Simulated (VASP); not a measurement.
Cs:

```
Cs
1.0
    -3.02250    3.02250    3.02250
     3.02250   -3.02250    3.02250
     3.02250    3.02250   -3.02250
Cs
1
Direct
  0.00000 0.00000 0.00000
```

* Program: VASP 6.6.1
* Task: relaxation of cell and atoms
* Functional: BLYP
* Potentials or basis: VASP PAW PBE potentials, release 64 (Cs_sv)
* Cutoff: 600 eV
* k mesh: 8 × 8 × 8
* Occupations: fermi-dirac, width 0.1 eV
* Spin: no spin polarisation

At the start: pressure 0.2 GPa; volume 110.45 Å³/atom.

Task: Where does the relaxation end?

Result: Over 5 steps the energy falls by 9.7 meV/atom and the volume is 124.79 Å³/atom (+13.0 %); space group Im-3m (No. 229, to 0.1 Å) before and after.

Step by step:
| step | energy change (eV) | largest force (eV/Å) | pressure (GPa) | volume (Å³) |
| --- | --- | --- | --- | --- |
| 1 | 0.0000 | 0.0000 | 0.24 | 110.45 |
| 2 | -0.0036 | 0.0000 | 0.18 | 113.12 |
| 3 | -0.0089 | 0.0000 | 0.06 | 120.20 |
| 4 | -0.0057 | 0.0000 | -0.11 | 135.25 |
| 5 | -0.0097 | 0.0000 | -0.01 | 124.79 |

Final structure:
```
Cs
1.0
    -3.14807    3.14807    3.14807
     3.14807   -3.14807    3.14807
     3.14807    3.14807   -3.14807
Cs
1
Direct
  0.00000 0.00000 0.00000
```

Caveat: the PAW data sets were made with another functional, which shifts forces and pressure a little.
